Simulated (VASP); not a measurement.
# SnSe2 (P-3m1) in VASP: further runs

Runs on SnSe2. Level: r2SCAN. Tasks: single point.

Everything below comes from runs of VASP 6.6.1. Logs are shortened: lines on timing, memory, paths and dates and some standing lists are left out, and cuts for length are marked.

### 1 The cell of the first run

Symmetry: P-3m1, No. 164, trigonal system. Conventional cell: a = 3.825 Å, b = 3.825 Å, c = 6.289 Å, α = 90.00°, β = 90.00°, γ = 120.00°. Within 3.6 Å of Sn (site symmetry -3m) lie 6 Se at 2.71 Å. Se (site symmetry 3m) has 3 Sn at 2.71 Å within 3.6 Å.

### 2 Single point, r2SCAN (uniaxial z strain +1.0%)

Contents of POSCAR:

```
SnSe2
1.0
    3.8251493298      0.0000000000      0.0000000000
   -1.9125746649      3.3126764929      0.0000000000
    0.0000000000      0.0000000000      6.2893498550
Sn Se
1 2
Direct
    0.0000000000      0.0000000000      0.0000000000
    0.3333333333      0.6666666667      0.2508637982
    0.6666666667      0.3333333333      0.7491362018
```

Contents of INCAR.step1:

```
SYSTEM = SnSe2
ALGO     = Normal         ! electronic algorithm
EDIFF    = 1E-4           ! SCF threshold, eV
ENCUT    = 520            ! plane-wave cutoff, eV
GGA      = PE             ! functional
ISMEAR   = 0              ! smearing method
LASPH    = .TRUE.         ! aspherical terms in the spheres
LCHARG   = .FALSE.        ! write CHGCAR
LREAL    = .FALSE.        ! projectors in reciprocal space
LWAVE    = .TRUE.         ! write WAVECAR
NBANDS   = 20             ! bands
NELM     = 100            ! most SCF steps
PREC     = Accurate       ! precision mode
SIGMA    = 0.01           ! smearing width, eV
```

Contents of INCAR.step2:

```
SYSTEM = SnSe2
ALGO     = Normal         ! electronic algorithm
EDIFF    = 1E-7           ! SCF threshold, eV
ENCUT    = 520            ! plane-wave cutoff, eV
ISIF     = 2              ! what is computed and relaxed
ISMEAR   = 0              ! smearing method
ISTART   = 1            
LASPH    = .TRUE.         ! aspherical terms in the spheres
LCHARG   = .FALSE.        ! write CHGCAR
LMIXTAU  = .TRUE.       
LREAL    = .FALSE.        ! projectors in reciprocal space
LWAVE    = .FALSE.        ! write WAVECAR
METAGGA  = R2SCAN         ! meta-GGA
NBANDS   = 20             ! bands
NELM     = 100            ! most SCF steps
PREC     = Accurate       ! precision mode
SIGMA    = 0.01           ! smearing width, eV
```

Contents of KPOINTS:

```
k-points
0
G
  12 12 4
  0 0 0
```

Potentials or basis: VASP PAW PBE potentials, release 64 (Sn_d, Se).

The run is started by

```console
cat potpaw_PBE.64/Sn_d/POTCAR potpaw_PBE.64/Se/POTCAR > POTCAR
cp INCAR.step1 INCAR
mpirun -np 1 vasp_std > vasp.out
cp INCAR.step2 INCAR
mpirun -np 1 vasp_std > vasp.out
```

OUTCAR:

```text
SYSTEM = SnSe2
   EDIFF = 1E-7
   ENCUT = 520
   ISIF = 2
   ISMEAR = 0
   ISTART = 1
   LASPH = .TRUE.
   LREAL = .FALSE.
   METAGGA = R2SCAN
   NELM = 100
   PREC = Accurate

 ion  position               nearest neighbor table
   1  0.000  0.000  0.000-   2 2.71   3 2.71   3 2.71   2 2.71   3 2.71   2 2.71
   2  0.333  0.667  0.251-   1 2.71   1 2.71   1 2.71
   3  0.667  0.333  0.749-   1 2.71   1 2.71   1 2.71

  LATTYP: Found a hexagonal cell.
 ALAT       =     3.8251493298
 C/A-ratio  =     1.6442102812

  Lattice vectors:

 A1 = (   3.8251493298,   0.0000000000,   0.0000000000)
 A2 = (  -1.9125746649,   3.3126764929,   0.0000000000)
 A3 = (   0.0000000000,   0.0000000000,   6.2893498550)

Analysis of symmetry for initial positions (statically):
=====================================================================
 Subroutine PRICEL returns:
 Original cell was already a primitive cell.

 Routine SETGRP: Setting up the symmetry group for a
 hexagonal supercell.

 Subroutine GETGRP returns: Found 12 space group operations
 (whereof 12 operations were pure point group operations)
 out of a pool of 24 trial point group operations.

The static configuration has the point symmetry D_3d.

Analysis of symmetry for dynamics (positions and initial velocities):
=====================================================================
 Subroutine PRICEL returns:
 Original cell was already a primitive cell.

 Routine SETGRP: Setting up the symmetry group for a
 hexagonal supercell.

 Subroutine GETGRP returns: Found 12 space group operations
 (whereof 12 operations were pure point group operations)
 out of a pool of 24 trial point group operations.

The dynamic configuration has the point symmetry D_3d.

 Subroutine INISYM returns: Found 12 space group operations
 (whereof 12 operations are pure point group operations),
 and found     1 'primitive' translations

----------------------------------------------------------------------------------------

                                     Primitive cell

  volume of cell :      79.6954

  direct lattice vectors                    reciprocal lattice vectors
     3.825149330  0.000000000  0.000000000     0.261427702  0.150935354  0.000000000
    -1.912574665  3.312676493  0.000000000     0.000000000  0.301870709  0.000000000
     0.000000000  0.000000000  6.289349855     0.000000000  0.000000000  0.158998946

  length of vectors
     3.825149330  3.825149330  6.289349855     0.301870709  0.301870709  0.158998946

  position of ions in fractional coordinates (direct lattice)
     0.000000000  0.000000000  0.000000000
     0.333333333  0.666666667  0.250863798
     0.666666667  0.333333333  0.749136202

  ion indices of the primitive-cell ions
   primitive index   ion index
                 1           1
                 2           2
                 3           3

----------------------------------------------------------------------------------------

 KPOINTS: k-points

Automatic generation of k-mesh.
 Grid dimensions read from file:
 generate k-points for:   12   12    4

 Generating k-lattice:

  Cartesian coordinates                     Fractional coordinates (reciprocal lattice)
     0.021785642  0.012577946  0.000000000     0.083333333  0.000000000  0.000000000
     0.000000000  0.025155892  0.000000000     0.000000000  0.083333333  0.000000000
     0.000000000  0.000000000  0.039749737     0.000000000  0.000000000  0.250000000

  Length of vectors
     0.025155892  0.025155892  0.039749737

  Shift w.r.t. Gamma in fractional coordinates (k-lattice)
     0.000000000  0.000000000  0.000000000

 Subroutine IBZKPT returns following result:
 ===========================================

 Found     69 irreducible k-points:

 Following reciprocal coordinates:
            Coordinates               Weight
  0.000000  0.000000  0.000000      1.000000
  0.083333  0.000000  0.000000      6.000000
  0.166667  0.000000  0.000000      6.000000
  0.250000  0.000000  0.000000      6.000000
  0.333333  0.000000  0.000000      6.000000
  0.416667 -0.000000  0.000000      6.000000
[... 16 lines left out ...]
  0.166667  0.000000  0.250000      6.000000
  0.000000  0.166667  0.250000      6.000000
 [... further k-points ...]
   k-points           NKPTS =     69   k-points in BZ     NKDIM =     69   number of bands    NBANDS=     20
   number of dos      NEDOS =    301   number of ions     NIONS =      3
   total plane-waves  NPLWV =  37632
   dimension x,y,z NGX =    28 NGY =   28 NGZ =   48
   dimension x,y,z NGXF=    56 NGYF=   56 NGZF=   96
   ions per type =               1   2
   NGX,Y,Z   is equivalent  to a cutoff of  12.17, 12.17, 12.69 a.u.
   NGXF,Y,Z  is equivalent  to a cutoff of  24.34, 24.34, 25.38 a.u.
 SYSTEM =  SnSe2
   PREC   = accura    normal or accurate (medium, high low for compatibility)
   ISTART =      1    job   : 0-new  1-cont  2-samecut
   ICHARG =      0    charge: 1-file 2-atom 10-const
   ISPIN  =      1    spin polarized calculation?
   LNONCOLLINEAR =      F non collinear calculations
   LSORBIT =      F    spin-orbit coupling
   LASPH  =      T    aspherical Exc in radial PAW
   ENCUT  =  520.0 eV  38.22 Ry    6.18 a.u.   7.11  7.11 11.69*2*pi/ulx,y,z
   NELM   =    100;   NELMIN=  2; NELMDL=  0     # of ELM steps
   EDIFF  = 0.1E-06   stopping-criterion for ELM
   LREAL  =      F    real-space projection
   EDIFFG = 0.1E-05   stopping-criterion for IOM
   NSW    =      0    number of steps for IOM
   IBRION =     -1    ionic relax: 0-MD 1-quasi-New 2-CG
   NFREE  =      0    steps in history (QN), initial steepest desc. (CG)
   ISIF   =      2    stress and relaxation
   ISYM   =      2    0-nonsym 1-usesym 2-fastsym
   POTIM  = 0.5000    time-step for ionic-motion
   TEBEG  =    0.0;   TEEND  =   0.0 temperature during run
   PSTRESS=    0.0 pullay stress
   NELECT =      26.0000    total number of electrons
   NUPDOWN=      -1.0000    fix difference up-down
   EMIN   =  10.00;   EMAX   =-10.00  energy-range for DOS
   EFERMI =   0.00;   METHOD = LEGACY
   ISMEAR =     0;   SIGMA  =   0.01  broadening in eV -4-tet -1-fermi 0-gaus
   EFERMI_NEDOS =   21; number of points for ismear=-14 and -15
   IALGO  =     38    algorithm
   IMIX   =      4    mixing-type and parameters
     AMIX     =   0.40;   BMIX     =  1.00
     AMIX_MAG =   1.60;   BMIX_MAG =  1.00
  volume/ion in A,a.u.               =      26.57       179.27
  Fermi-wavevector in a.u.,A,eV,Ry     =   1.126994  2.129710 17.280966  1.270115
  Thomas-Fermi vector in A             =   2.263678
   LORBIT       =      0    0 simple, 1 ext, 2 COOP (PROOUT), +10 PAW based schemes
   METAGGA = R2SCAN    functional components
   LHFCALC =     F    Hartree Fock is set to
   AEXX    =    0.0000 exact exchange contribution
   IVDW    =     0    specifies the selected vdW correction
   LEPSILON=     F    determine dielectric tensor
   LRPA    =     F    only Hartree local field effects (RPA)
 non-spin polarized calculation
 Gauss-broadening in eV      SIGMA  =   0.01
  energy-cutoff  :      520.00
  volume of cell :       79.70
 maximum number of plane-waves:      2172
   NGX = 15   NGY = 15   NGZ = 23

 number of electron      25.9999999 magnetization

 Free energy of the ion-electron system (eV)
  ---------------------------------------------------
  ext. energy  EPLUGINS =         0.00000000
  ---------------------------------------------------
  free energy    TOTEN  =       -54.63032401 eV

  energy without entropy =      -54.63032401  energy(sigma->0) =      -54.63032401

 E-fermi :   3.5435     XC(G=0):  -9.8593

 val. band max:        3.4894106710   @ k =   0.0833   0.0833   0.0000
 cond. band min:       4.5307329299   @ k =   0.5000   0.0000   0.5000
 fundamental gap:      1.0413222588
 Fermi energy:         3.5434903006

 k-point     1 :       0.0000    0.0000    0.0000
  band No.  band energies     occupation
      1     -18.3384      2.00000
      2     -18.3384      2.00000
      3     -18.2818      2.00000
      4     -18.2745      2.00000
      5     -18.2745      2.00000
      6     -10.7088      2.00000
[... 12 lines left out ...]
     19      13.1013      0.00000
     20      13.1013      0.00000

 k-point     2 :       0.0833    0.0000    0.0000
  band No.  band energies     occupation
      1     -18.3419      2.00000
      2     -18.3361      2.00000
      3     -18.2800      2.00000
      4     -18.2760      2.00000
      5     -18.2740      2.00000
      6     -10.6387      2.00000
[... 12 lines left out ...]
     19      12.4443      0.00000
     20      13.2016      0.00000

 k-point     3 :       0.1667    0.0000    0.0000
  band No.  band energies     occupation
      1     -18.3520      2.00000
      2     -18.3303      2.00000
      3     -18.2811      2.00000
      4     -18.2733      2.00000
      5     -18.2720      2.00000
      6     -10.4331      2.00000
[... 12 lines left out ...]
     19      12.4066      0.00000
     20      13.4225      0.00000

 k-point     4 :       0.2500    0.0000    0.0000
  band No.  band energies     occupation
      1     -18.3668      2.00000
      2     -18.3239      2.00000
      3     -18.2862      2.00000
      4     -18.2676      2.00000
      5     -18.2649      2.00000
      6     -10.1086      2.00000
[... 12 lines left out ...]
     19      12.4503      0.00000
     20      13.6645      0.00000

 k-point     5 :       0.3333    0.0000    0.0000
  band No.  band energies     occupation
      1     -18.3821      2.00000
      2     -18.3197      2.00000
      3     -18.2911      2.00000
      4     -18.2611      2.00000
      5     -18.2562      2.00000
      6      -9.7031      2.00000
[... 12 lines left out ...]
     19      13.1664      0.00000
     20      13.8868      0.00000
[... 353 lines left out ...]
      6     -10.5635      2.00000
[... 12 lines left out ...]
     19      12.3094      0.00000
     20      13.0892      0.00000

 k-point    22 :       0.0000    0.0833    0.2500
  band No.  band energies     occupation
      1     -18.3419      2.00000
      2     -18.3361      2.00000
      3     -18.2800      2.00000
      4     -18.2760      2.00000
      5     -18.2740      2.00000
      6     -10.5634      2.00000
[... 12 lines left out ...]
     19      12.2917      0.00000
     20      12.8345      0.00000

 k-point    23 :       0.1667    0.0000    0.2500
  band No.  band energies     occupation
      1     -18.3520      2.00000
      2     -18.3302      2.00000
      3     -18.2811      2.00000
      4     -18.2732      2.00000
      5     -18.2720      2.00000
      6     -10.3597      2.00000
[... 12 lines left out ...]
     19      12.4240      0.00000
     20      13.3417      0.00000

 k-point    24 :       0.0000    0.1667    0.2500
  band No.  band energies     occupation
      1     -18.3520      2.00000
      2     -18.3302      2.00000
      3     -18.2811      2.00000
      4     -18.2732      2.00000
      5     -18.2720      2.00000
      6     -10.3593      2.00000
[... 12 lines left out ...]
     19      12.2052      0.00000
     20      13.1081      0.00000

 [... further k-points ...]

------------------------ aborting loop because EDIFF is reached ----------------------------------------

  FORCE on cell =-STRESS in cart. coord.  units (eV):
  Direction    XX          YY          ZZ          XY          YZ          ZX
  --------------------------------------------------------------------------------------
  -------------------------------------------------------------------------------------
  Total        0.4247636      0.4247636      0.3273179     -0.0000000      0.0000000      0.0000000
  in kB        8.5393472      8.5393472      6.5803226     -0.0000000      0.0000000      0.0000000
  external PRESSURE =       7.8863390 kB  Pullay stress =       0.0000000 kB

 VOLUME and BASIS-vectors are now :
 -----------------------------------------------------------------------------
  energy-cutoff  :      520.00
  volume of cell :       79.70
      direct lattice vectors                 reciprocal lattice vectors
     3.825149330  0.000000000  0.000000000     0.261427702  0.150935354  0.000000000
    -1.912574665  3.312676493  0.000000000     0.000000000  0.301870709  0.000000000
     0.000000000  0.000000000  6.289349855     0.000000000  0.000000000  0.158998946

 POSITION                                       TOTAL-FORCE (eV/Angst)
 -----------------------------------------------------------------------------------
      0.00000      0.00000      0.00000        -0.000000      0.000000      0.000000
     -0.00000      2.20845      1.57777         0.000000     -0.000000     -0.019203
      1.91257      1.10423      4.71158        -0.000000      0.000000      0.019203
 -----------------------------------------------------------------------------------
    total drift:                                0.000000      0.000000      0.000000

  FREE ENERGIE OF THE ION-ELECTRON SYSTEM (eV)
  ---------------------------------------------------
  free  energy   TOTEN  =       -54.6303240063 eV

  energy  without entropy=      -54.6303240063  energy(sigma->0) =      -54.63032401
```

Wall time 4 min (1 thread of Intel Xeon Platinum 8488C (Sapphire Rapids), shared host); peak memory 0.26 GiB.

Results:

| Item | Value |
| --- | --- |
| Free energy | -54.6303 eV |
| Pressure | 0.8 GPa |
| Largest force | 0.019 eV/Å |
| Band gap on the k mesh | 1.04 eV, indirect (least direct gap 1.49 eV) |

Forces on the atoms (eV/Å):
```
Sn   0.000  0.000  0.000
Se   0.000  0.000 -0.019
Se   0.000  0.000  0.019
```

Stress tensor (GPa, compression positive):
```
0.85 0.00 0.00
0.00 0.85 0.00
0.00 0.00 0.66
```

Caveat: the cell differs from its parent crystal (uniaxial z strain +1.0%); the PAW data sets were made with another functional, which shifts forces and pressure a little; spin-orbit coupling is left out, which moves the levels of the heavy elements.

### 3 Single point, r2SCAN (uniaxial z strain +2.0%)

Contents of POSCAR:

```
SnSe2
1.0
    3.8251493298      0.0000000000      0.0000000000
   -1.9125746649      3.3126764929      0.0000000000
    0.0000000000      0.0000000000      6.3516206456
Sn Se
1 2
Direct
    0.0000000000      0.0000000000      0.0000000000
    0.3333333333      0.6666666667      0.2485898308
    0.6666666667      0.3333333333      0.7514101692
```

Contents of INCAR.step1:

```
PREC     = Accurate       # precision mode
ENCUT    = 520            # plane-wave cutoff, eV
ISMEAR   = 0              # smearing method
SIGMA    = 0.01           # smearing width, eV
LREAL    = False          # projectors in reciprocal space
LASPH    = True           # aspherical terms in the spheres
NELM     = 80             # most SCF steps
NBANDS   = 20             # bands
GGA      = PE             # functional
ALGO     = Normal         # electronic algorithm
EDIFF    = 1E-4           # SCF threshold, eV
LWAVE    = True           # write WAVECAR
LCHARG   = False          # write CHGCAR
```

Contents of INCAR.step2:

```
PREC     = Accurate       # precision mode
ENCUT    = 520            # plane-wave cutoff, eV
EDIFF    = 1E-7           # SCF threshold, eV
ISMEAR   = 0              # smearing method
SIGMA    = 0.01           # smearing width, eV
LREAL    = False          # projectors in reciprocal space
LASPH    = True           # aspherical terms in the spheres
NELM     = 80             # most SCF steps
ALGO     = Normal         # electronic algorithm
ISIF     = 2              # what is computed and relaxed
LWAVE    = False          # write WAVECAR
LCHARG   = False          # write CHGCAR
METAGGA  = R2SCAN         # meta-GGA
LMIXTAU  = True         
NBANDS   = 20             # bands
ISTART   = 1
```

Contents of KPOINTS:

```
Automatic mesh
0
Gamma
  12 12 4
```

Potentials or basis: VASP PAW PBE potentials, release 64 (Sn_d, Se).

The run is started by

```console
cat potpaw_PBE.64/Sn_d/POTCAR potpaw_PBE.64/Se/POTCAR > POTCAR
cp INCAR.step1 INCAR
mpirun -np 1 vasp_std > vasp.out
cp INCAR.step2 INCAR
mpirun -np 1 vasp_std > vasp.out
```

Wall time 4.4 min (1 thread of Intel Xeon Platinum 8488C (Sapphire Rapids), shared host); peak memory 0.26 GiB.

It converged, with:

* Free energy: -54.6338 eV
* Pressure: 0.6 GPa
* Largest force: 0.018 eV/Å
* Band gap on the k mesh: 1.04 eV, indirect (least direct gap 1.48 eV)

Forces in eV/Å, atoms in the order of the input:
```
Sn   0.000  0.000  0.000
Se   0.000  0.000 -0.018
Se   0.000  0.000  0.018
```

Stress tensor (GPa, compression positive):
```
0.75 0.00 0.00
0.00 0.75 0.00
0.00 0.00 0.43
```

Levels at points of the mesh, in eV from the valence-band top:
| k point | band 9 | band 10 | band 11 | band 12 | band 13 | band 14 | band 15 | band 16 | band 17 | band 18 |
| --- | --- | --- | --- | --- | --- | --- | --- | --- | --- | --- |
| (0.00, 0.00, 0.00) | -0.52 | -0.52 | -0.21 | -0.21 | -0.17 | 1.51 | 3.65 | 5.11 | 5.11 | 8.58 |
| (0.50, 0.00, 0.00) | -4.38 | -2.80 | -2.44 | -1.09 | -0.24 | 1.40 | 4.34 | 5.90 | 5.97 | 7.34 |
| (0.00, 0.00, 0.50) | -1.98 | -0.60 | -0.60 | -0.09 | -0.09 | 2.80 | 3.59 | 4.89 | 4.89 | 8.74 |
| (0.50, 0.00, 0.50) | -4.75 | -2.30 | -2.00 | -0.74 | -0.56 | 1.04 | 4.71 | 5.25 | 6.33 | 6.62 |

Caveat: the cell differs from its parent crystal (uniaxial z strain +2.0%); the PAW data sets were made with another functional, which shifts forces and pressure a little; spin-orbit coupling is left out, which moves the levels of the heavy elements. A k mesh can miss the band edges.
